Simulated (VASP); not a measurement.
Input of a VASP 6.6.1 run:

File INCAR:

```
  PREC = Accurate
  ENCUT = 520
  EDIFF = 1E-6
  ISMEAR = 0
  SIGMA = 0.15
  LREAL = F
  LASPH = T
  NELM = 100
  ALGO = Fast
  ISIF = 2
  LWAVE = F
  LCHARG = F
  GGA = CA
  NBANDS = 13
```

Contents of KPOINTS:

```
Automatic mesh
0
Gamma
  14 14 14
```

POSCAR

```
CaMg
1.0
    3.6102970112      0.0000000000      0.0000000000
    0.0000000000      3.6102970112      0.0000000000
    0.0000000000      0.0000000000      5.1114585085
Ca Mg
1 1
Direct
    0.0000000000      0.0000000000      0.0000000000
    0.5000000000      0.5000000000      0.5000000000
```

Potentials or basis: VASP PAW LDA potentials, release 64 (Ca_sv, Mg).

The run is started by

```console
$ cat potpaw_LDA.64/Ca_sv/POTCAR potpaw_LDA.64/Mg/POTCAR > POTCAR
$ mpirun -np 1 vasp_std > vasp.out
```

(1) Predict the pressure.

(2) What does it give for the band gap on the k mesh?

Answers

(1) -3.2 GPa.

(2) zero (bands 6 and 7 overlap by 1.18 eV).

Caveat: the cell stands under tension.
